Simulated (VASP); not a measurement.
Here is a VASP 6.6.1 calculation.

Contents of INCAR:

```
SYSTEM = ZnS
  ALGO = Normal
  EDIFF = 1E-6
  ENCUT = 520
  GGA = PS
  ISIF = 2
  ISMEAR = 0
  LASPH = .True.
  LCHARG = .False.
  LREAL = .False.
  LWAVE = .False.
  NBANDS = 26
  NELM = 100
  PREC = Accurate
  SIGMA = 0.01
```

Contents of KPOINTS:

```
k-points
0
Gamma
  9 9 6
  0 0 0
```

The input POSCAR:

```
ZnS
1.0
    3.8230000000      0.0000000000      0.0000000000
   -1.9115000000      3.3108151187      0.0000000000
    0.0000000000      0.0000000000      6.2610000000
Zn S
2 2
Direct
    0.3333333333      0.6666666667     -0.0280536731
    0.6666666667      0.3333333333      0.4719463269
    0.3333333333      0.6666666667      0.4030536731
    0.6666666667      0.3333333333      0.9030536731
```

Potentials or basis: VASP PAW PBE potentials, release 64 (Zn, S).

Launch:

```bash
$ cat potpaw_PBE.64/Zn/POTCAR potpaw_PBE.64/S/POTCAR > POTCAR
$ mpirun -np 1 vasp_std > vasp.out
```

**Question.** Estimate the band gap on the k mesh.

**Answer.** 2.19 eV, direct.

**Question.** What does it give for the largest force?

**Answer.** 0.764 eV/Å.

Forces in eV/Å, atoms in the order of the input:
```
Zn   0.000  0.000  0.764
Zn   0.000  0.000  0.764
S    0.000  0.000 -0.764
S    0.000  0.000 -0.764
```

Caveat: the PAW data sets were made with another functional, which shifts forces and pressure a little. A k mesh can miss the band edges.
